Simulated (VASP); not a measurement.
# HfC in VASP: single point with PBEsol

Aim: the single point of HfC with PBEsol.

All numbers are computed with VASP 6.6.1; they aren't measurements. Logs are shortened: lines on timing, memory, paths and dates and some standing lists are left out, and cuts for length are marked.

### 1 The cell of the first run

The cell holds a slab with vacuum, 6 atoms: a = 3.258 Å, b = 3.258 Å, c = 23.650 Å, α = 90.00°, β = 90.00°, γ = 120.00°.

### 2 Single point, PBEsol

INCAR

```
  PREC = Accurate
  ENCUT = 520
  EDIFF = 1E-7
  ISMEAR = 0
  SIGMA = 0.1
  LREAL = F
  LASPH = T
  NELM = 100
  ALGO = Normal
  ISIF = 2
  LWAVE = F
  LCHARG = T
  LDIPOL = T
  IDIPOL = 3
  DIPOL = 0.5 0.5 0.499
  GGA = PS
  LELF = T
  LVHAR = T
  LVACPOTAV = T
  NBANDS = 30
```

KPOINTS

```
Automatic mesh
0
Gamma
  9 9 1
```

POSCAR

```
HfC
1.0
    3.2578677669      0.0000000000      0.0000000000
   -1.6289338835      2.8213962483      0.0000000000
    0.0000000000      0.0000000000     23.6500947320
Hf C
3 3
Direct
    0.3333333333      0.6666666667      0.3594065942
    0.0000000000      0.0000000000      0.4718813188
    0.6666666667      0.3333333333      0.5840432217
    0.6666666667      0.3333333333      0.4156439565
    0.3333333333      0.6666666667      0.5277648935
    0.0000000000      0.0000000000      0.6322953992
```

Potentials or basis: VASP PAW PBE potentials, release 64 (Hf_pv, C).

Run with:

```sh
$ cat potpaw_PBE.64/Hf_pv/POTCAR potpaw_PBE.64/C/POTCAR > POTCAR
$ mpirun -np 1 vasp_std > vasp.out
```

OUTCAR:

```text
PREC = Accurate
   ENCUT = 520
   EDIFF = 1E-7
   ISMEAR = 0
   LREAL = F
   LASPH = T
   NELM = 100
   ISIF = 2
   GGA = PS

 ion  position               nearest neighbor table
   1  0.333  0.667  0.359-   4 2.30   4 2.30   4 2.30   2 3.26   2 3.26   2 3.26
   2  0.000  0.000  0.472-   5 2.30   5 2.30   5 2.30   4 2.30   4 2.30   4 2.30   3 3.25   3 3.25
                             3 3.25   1 3.26   1 3.26   1 3.26
   3  0.667  0.333  0.584-   6 2.20   6 2.20   6 2.20   5 2.30   5 2.30   5 2.30   2 3.25   2 3.25
                             2 3.25
   4  0.667  0.333  0.416-   1 2.30   1 2.30   2 2.30   2 2.30   2 2.30   1 2.30
   5  0.333  0.667  0.528-   2 2.30   2 2.30   2 2.30   3 2.30   3 2.30   3 2.30
   6  0.000  0.000  0.632-   3 2.20   3 2.20   3 2.20

  LATTYP: Found a hexagonal cell.
 ALAT       =     3.2578677669
 C/A-ratio  =     7.2593783493

  Lattice vectors:

 A1 = (   3.2578677669,   0.0000000000,   0.0000000000)
 A2 = (  -1.6289338835,   2.8213962483,   0.0000000000)
 A3 = (   0.0000000000,   0.0000000000,  23.6500947320)

Analysis of symmetry for initial positions (statically):
=====================================================================
 Subroutine PRICEL returns:
 Original cell was already a primitive cell.

 Routine SETGRP: Setting up the symmetry group for a
 hexagonal supercell.

 Subroutine GETGRP returns: Found  6 space group operations
 (whereof  6 operations were pure point group operations)
 out of a pool of 24 trial point group operations.

The static configuration has the point symmetry C_3v.

Analysis of symmetry for dynamics (positions and initial velocities):
=====================================================================
 Subroutine PRICEL returns:
 Original cell was already a primitive cell.

 Routine SETGRP: Setting up the symmetry group for a
 hexagonal supercell.

 Subroutine GETGRP returns: Found  6 space group operations
 (whereof  6 operations were pure point group operations)
 out of a pool of 24 trial point group operations.

The dynamic configuration has the point symmetry C_3v.

 Subroutine INISYM returns: Found  6 space group operations
 (whereof  6 operations are pure point group operations),
 and found     1 'primitive' translations

----------------------------------------------------------------------------------------

                                     Primitive cell

  volume of cell :     217.3854

  direct lattice vectors                    reciprocal lattice vectors
[... 89 lines left out ...]
   ISYM   =      2    0-nonsym 1-usesym 2-fastsym
   POTIM  = 0.5000    time-step for ionic-motion
   TEBEG  =    0.0;   TEEND  =   0.0 temperature during run
   PSTRESS=    0.0 pullay stress
   NELECT =      42.0000    total number of electrons
   NUPDOWN=      -1.0000    fix difference up-down
   EMIN   =  10.00;   EMAX   =-10.00  energy-range for DOS
   EFERMI =   0.00;   METHOD = LEGACY
   ISMEAR =     0;   SIGMA  =   0.10  broadening in eV -4-tet -1-fermi 0-gaus
   EFERMI_NEDOS =   21; number of points for ismear=-14 and -15
   IALGO  =     38    algorithm
   IMIX   =      4    mixing-type and parameters
     AMIX     =   0.40;   BMIX     =  1.00
     AMIX_MAG =   1.60;   BMIX_MAG =  1.00
  volume/ion in A,a.u.               =      36.23       244.50
  Fermi-wavevector in a.u.,A,eV,Ry     =   0.946414  1.788463 12.186729  0.895699
  Thomas-Fermi vector in A             =   2.074409
   LORBIT       =      0    0 simple, 1 ext, 2 COOP (PROOUT), +10 PAW based schemes
   GGA     = PS    functional components
   LHFCALC =     F    Hartree Fock is set to
   AEXX    =    0.0000 exact exchange contribution
   IVDW    =     0    specifies the selected vdW correction
   LEPSILON=     F    determine dielectric tensor
   LRPA    =     F    only Hartree local field effects (RPA)
 non-spin polarized calculation
 Gauss-broadening in eV      SIGMA  =   0.10
  energy-cutoff  :      520.00
  volume of cell :      217.39
 maximum number of plane-waves:      5922
   NGX = 13   NGY = 13   NGZ = 87

 dipolmoment           0.000000      0.000000     -0.004159 electrons x Angstroem

 number of electron      41.9999996 magnetization

 dipolmoment           0.000000      0.000000      0.122935 electrons x Angstroem

 Free energy of the ion-electron system (eV)
  ---------------------------------------------------
  ext. energy  EPLUGINS =         0.00000000
  ---------------------------------------------------
  free energy    TOTEN  =       -59.96859251 eV

  energy without entropy =      -59.94458783  energy(sigma->0) =      -59.95659017

 E-fermi :  -1.6088     XC(G=0):  -5.1709

 val. band max:       -1.6097924097   @ k =   0.2222  -0.0000   0.0000
 cond. band min:      -1.5302845142   @ k =   0.3333   0.3333   0.0000
 fundamental gap:      0.0795078955
 Fermi energy:        -1.6087553534

 k-point     1 :       0.0000    0.0000    0.0000
  band No.  band energies     occupation
      1     -32.6124      2.00000
      2     -32.1104      2.00000
      3     -32.1104      2.00000
      4     -31.5309      2.00000
      5     -31.1431      2.00000
      6     -31.1431      2.00000
[... 385 lines left out ...]
     29       3.7179      0.00000
     30       3.8496      0.00000

------------------------ aborting loop because EDIFF is reached ----------------------------------------

  FORCE on cell =-STRESS in cart. coord.  units (eV):
  Direction    XX          YY          ZZ          XY          YZ          ZX
  --------------------------------------------------------------------------------------
  -------------------------------------------------------------------------------------
  Total       -1.2586839     -1.2586839     -2.2435447      0.0000000      0.0000000      0.0000000
  in kB       -9.2767713     -9.2767713    -16.5354068      0.0000000      0.0000000      0.0000000
  external PRESSURE =     -11.6963164 kB  Pullay stress =       0.0000000 kB

 VOLUME and BASIS-vectors are now :
 -----------------------------------------------------------------------------
  energy-cutoff  :      520.00
  volume of cell :      217.39
      direct lattice vectors                 reciprocal lattice vectors
     3.257867767  0.000000000  0.000000000     0.306949229  0.177217220  0.000000000
    -1.628933884  2.821396248  0.000000000     0.000000000  0.354434440  0.000000000
     0.000000000  0.000000000 23.650094732     0.000000000  0.000000000  0.042283129

 POSITION                                       TOTAL-FORCE (eV/Angst)
 -----------------------------------------------------------------------------------
     -0.00000      1.88093      8.50000        -0.000000      0.000000      1.548832
      0.00000      0.00000     11.16004         0.000000     -0.000000     -0.120179
      1.62893      0.94047     13.81268        -0.000000      0.000000     -0.046006
      1.62893      0.94047      9.83002         0.000000     -0.000000     -1.401759
     -0.00000      1.88093     12.48169         0.000000     -0.000000     -0.031041
      0.00000      0.00000     14.95385        -0.000000     -0.000000      0.050152
 -----------------------------------------------------------------------------------
    total drift:                                0.000000      0.000000      0.000441

  FREE ENERGIE OF THE ION-ELECTRON SYSTEM (eV)
  ---------------------------------------------------
  free  energy   TOTEN  =       -59.9685925106 eV

  energy  without entropy=      -59.9445878330  energy(sigma->0) =      -59.95659017

 vacuum level on the upper side and lower side of the slab         5.310         2.889
```

Wall time 3.6 min (1 thread of Intel Xeon Platinum 8488C (Sapphire Rapids), shared host); peak memory 0.34 GiB.

What came out:

| Item | Value |
| --- | --- |
| Free energy | -59.9686 eV |
| Largest force | 1.549 eV/Å |
| Band gap on the k mesh | zero (bands 21 and 22 overlap by 0.41 eV) |

Forces on the atoms (eV/Å):
```
Hf   0.000  0.000  1.549
Hf   0.000  0.000 -0.120
Hf   0.000  0.000 -0.046
C    0.000  0.000 -1.402
C    0.000  0.000 -0.031
C    0.000  0.000  0.050
```

Caveat: the PAW data sets were made with another functional, which shifts forces and pressure a little; spin-orbit coupling is left out, which moves the levels of the heavy elements.
